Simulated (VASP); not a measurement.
WS2: single point with PBE+D3(BJ)

The system is WS2, a slab with vacuum.

```
CELL_PARAMETERS angstrom
3.03335 0.00000 0.00000
-1.51668 2.62696 0.00000
0.00000 0.00000 32.29053
ATOMIC_POSITIONS crystal
S 0.33333 0.66667 0.44973
S 0.33333 0.66667 0.55027
W 0.66667 0.33333 0.50000
```

This cell differs from its parent crystal: biaxial strain -0.040, then relaxed in part.

```yaml
Program: VASP 6.6.1
Task: single point
Functional: PBE
Dispersion: D3(BJ)
Potentials_or_basis: VASP PAW PBE potentials, release 64 (S, W_sv)
Cutoff: 520 eV
k_mesh: 12 × 12 × 1
Occupations: gaussian, width 0.02 eV
Spin: no spin polarisation
Dipole_correction: yes
Further_INCAR_settings: ALGO = Normal; EDIFF = 1e-06; NBANDS = 20
```

- Largest force: 0.007 eV/Å
- Band gap on the k mesh: 1.74 eV (least direct gap 2.58 eV)
- Dispersion energy per atom: -0.334 eV

Forces on the atoms (eV/Å):
```
S    0.000  0.000 -0.007
S    0.000  0.000  0.007
W    0.000  0.000  0.000
```

Levels at points of the mesh, in eV from the valence-band top:
| k point | band 11 | band 12 | band 13 | band 14 | band 15 | band 16 |
| --- | --- | --- | --- | --- | --- | --- |
| (0.00, 0.00, 0.00) | -1.14 | -1.14 | -0.72 | 3.27 | 3.27 | 3.29 |
| (0.50, 0.00, 0.00) | -2.61 | -1.09 | -0.85 | 3.51 | 3.62 | 4.07 |

It took 86 s on 1 thread of AMD EPYC 9R45 96-Core Processor (Zen 5), with other jobs on the host, peak memory 0.37 GiB.

Caveat: the cell differs from its parent crystal (biaxial strain -0.040, then relaxed in part); spin-orbit coupling is left out, which moves the levels of the heavy elements.
